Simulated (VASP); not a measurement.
Write the native input for VASP 6.6.1 that does the following.

| Property | Result |
| --- | --- |
| Task | relaxation of cell and atoms |
| Functional | PBE |
| Potentials or basis | VASP PAW PBE potentials, release 64 (Zn) |
| Cutoff | 600 eV |
| k mesh | 13 × 13 × 7 |
| Occupations | fermi-dirac, width 0.1 eV |
| Spin | no spin polarisation |
| Dipole correction | no |
| Further INCAR settings | ALGO = Normal; EDIFF = 1e-07; IBRION = 2; EDIFFG = -0.01; NSW = 80; ISIF = 3 |

The structure of Zn lies in POSCAR:

```
Zn
1.0
    2.6647980532      0.0000000000      0.0000000000
   -1.3323990266      2.3077828100      0.0000000000
    0.0000000000      0.0000000000      4.9467000000
Zn
2
Direct
    0.3333333333      0.6666666667      0.2500000000
    0.6666666667      0.3333333333      0.7500000000
```

The input as run:

INCAR

```
SYSTEM = Zn
ALGO = Normal
EDIFF = 1E-7
EDIFFG = -0.01
ENCUT = 600
GGA = PE
IBRION = 2
ISIF = 3
ISMEAR = -1
LASPH = .True.
LCHARG = .False.
LREAL = .False.
LWAVE = .False.
NELM = 60
NSW = 80
PREC = Accurate
SIGMA = 0.1
```

KPOINTS

```
k-points
0
Gamma
  13 13 7
  0 0 0
```

Potentials or basis: VASP PAW PBE potentials, release 64 (Zn).

Launch:

```console
$ cat potpaw_PBE.64/Zn/POTCAR > POTCAR
$ mpirun -np 1 vasp_std > vasp.out
```

Results of the run:

```
Relaxed volume                         : 15.20 Å³/atom
Relaxed cell                           : a = 2.660 Å, b = 2.660 Å, c = 4.961 Å, α = 90.00°, β = 90.00°, γ = 120.00°
Space group after relaxing (to 0.05 Å) : P6_3/mmc (No. 194)
Energy gained by relaxing              : 0.1 meV/atom
Ionic steps                            : 4
Pressure after relaxing                : 0.0 GPa
Band gap on the k mesh                 : zero (band 12 reaches 4.21 eV, above the bottom of band 13 at 0.02 eV)
```

Wall time 49 s on 1 thread of Intel(R) Xeon(R) 6975P-C (Granite Rapids) (shared host), peak memory 0.18 GiB.
